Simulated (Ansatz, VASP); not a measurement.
**Ga2PdS3: VASP beside Ansatz**

INCAR

```
ALGO = Normal
EDIFF = 1E-6
ENCUT = 520
GGA = PE
ISIF = 2
ISMEAR = 0
ISPIN = 2
LASPH = True
LCHARG = False
LMAXMIX = 4
LORBIT = 11
LREAL = False
LWAVE = False
MAGMOM = 0 0 1 0 0 0
NBANDS = 40
NELM = 150
PREC = Accurate
SIGMA = 0.1
```

The input KPOINTS:

```
k-points
0
Gamma
  6 6 2
```

The input POSCAR:

```
Ga2PdS3
1.0
    5.0505603388      0.0000000000      0.0000000000
   -2.5252801694      4.3739135568      0.0000000000
    0.0000000000      0.0000000000      8.0331686486
Ga Pd S
2 1 3
Direct
    0.0000000000      0.0000000000      0.7974582608
    0.0000000000      0.0000000000      0.2025417392
    0.0000000000      0.0000000000      0.5000000000
    0.5000000000      0.0000000000      0.0000000000
    0.0000000000      0.5000000000      0.0000000000
    0.5000000000      0.5000000000      0.0000000000
```

Input for Ansatz:

```yaml
crystal:
  lattice:
    - [5.0505603388, 0.0, 0.0]
    - [-2.5252801694, 4.3739135568, 0.0]
    - [0.0, 0.0, 8.0331686486]
  atoms:
    - { symbol: Ga, position: [0.0, 0.0, 0.7974582608] }
    - { symbol: Ga, position: [0.0, 0.0, 0.2025417392] }
    - { symbol: Pd, position: [0.0, 0.0, 0.5], spin: 1.0 }
    - { symbol: S, position: [0.5, 0.0, 0.0] }
    - { symbol: S, position: [0.0, 0.5, 0.0] }
    - { symbol: S, position: [0.5, 0.5, 0.0] }
basis:
  ecutwfc: 420
kpoints:
  mp_grid: { grid: [6, 6, 2] }
hamiltonian:
  xc: pbe
scf:
  occupations: { method: gaussian, width: 0.1 }
  lower_state_search: "off"
output:
  forces: true
  stress: true
  eigenvalues: true
  populations: true
magnetization:
  spin_polarized: true
```

Alike in both runs: task single point; functional PBE; k mesh 6 × 6 × 2; occupations gaussian, width 0.1 eV; collinear spin.

```csv
,VASP,Ansatz
version,VASP 6.6.1,Ansatz 0.2.0
potentials or method,"VASP PAW PBE potentials, release 64 (Ga_d, Pd, S), cutoff 520 eV","scalar-relativistic, plane waves, PAW"
valence electrons in the cell,54,62
```

|  | VASP | Ansatz | Ansatz less VASP |
| --- | --- | --- | --- |
| gap on the k mesh at the Fermi level (eV) | none | none | - |
| pressure (GPa) | 0.0 | 0.0 | 0.00 |
| traceless stress, the component that is largest in VASP (GPa) | 0.22 | 0.11 | -0.112 |
| rms of the force components (eV/Å) | 0.017 | 0.007 | -0.0102 |
| net moment per atom (μB) | 0.00 | 0.00 | 0.000 |

Atom by atom the forces differ by 0.010 eV/Å (rms over components). A gap of «none» marks a metal or a gap that the smearing closes. VASP's potentials hold 54 valence electrons a cell and Ansatz's 62, so a difference there can come from the potentials and not from the codes. Ansatz's warnings: seeded moment not kept.

The k mesh is coarse, so the values compare programs but aren't converged.
